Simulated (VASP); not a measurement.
Input of a VASP 6.6.1 run:

The input INCAR:

```
SYSTEM = H11C2NO4
PREC = Accurate
ENCUT = 910
EDIFF = 1E-6
ISMEAR = -1
SIGMA = 0.05
LREAL = Auto
LASPH = .TRUE.
NELM = 120
ALGO = Normal
ISIF = 2
LWAVE = .FALSE.
LCHARG = .TRUE.
GGA = PE
IVDW = 12
LELF = .TRUE.
LVHAR = .TRUE.
NBANDS = 39
GGA_COMPAT = .FALSE.
```

The input KPOINTS:

```
Automatic mesh
0
G
  1 1 1
  0 0 0
```

POSCAR

```
H11C2NO4
1.0
    5.9154820000      0.0000000000      0.0000000000
    0.0000000000      5.9154820000      0.0000000000
    0.0000000000      0.0000000000      5.9154820000
O H C N
4 11 2 1
Direct
    0.8504229370      0.9241652123      0.3397636167
    0.1011842242      0.7003366495      0.9683765652
    0.3536079644      0.0810177968      0.9227981279
    0.7422078153      0.3382436376      0.8164221459
    0.9157638238      0.8560800900      0.2034741939
    0.9626087298      1.0385623132      0.3832459723
    0.2035909563      0.8328476711      0.9539009629
    0.1090513822      0.6306372672      0.8188766785
    0.2818028684      0.1590225479      0.7962798152
    0.5123871443      0.1284300633      0.9096533270
    0.7993601245      0.4580150168      0.9135379483
    0.8670250136      0.3105579304      0.7115611733
    0.4549289449      0.5122226496      0.1269566866
    0.5264013475      0.6848385573      0.3658258885
    0.6471400004      0.4091903771      0.3406840766
    0.4936460629      0.5107735961      0.3085998069
    0.3046064638      0.4130975887      0.4250470402
    0.1526078967      0.3312269351      0.5198960739
```

Potentials or basis: VASP PAW PBE potentials, release 64 (O_h, H_h, C_h, N_h).

Launch:

```console
$ cat potpaw_PBE.64/O_h/POTCAR potpaw_PBE.64/H_h/POTCAR potpaw_PBE.64/C_h/POTCAR potpaw_PBE.64/N_h/POTCAR > POTCAR
$ mpirun -np 1 vasp_gam > vasp.out
```

(1) Predict the band gap on the k mesh.

(2) Predict the dispersion energy per atom.

(3) Estimate the largest force.

(4) What does it give for the pressure?

Results:

(1) 4.98 eV.

(2) -0.037 eV.

(3) 0.360 eV/Å.

(4) -1.3 GPa.

Caveat: the k points lie up to 1.06 Å⁻¹ apart; the cutoff is under 1.25 times the usual one of these potentials, so pressure, stress and relaxed cells hold a basis-set (Pulay) error.
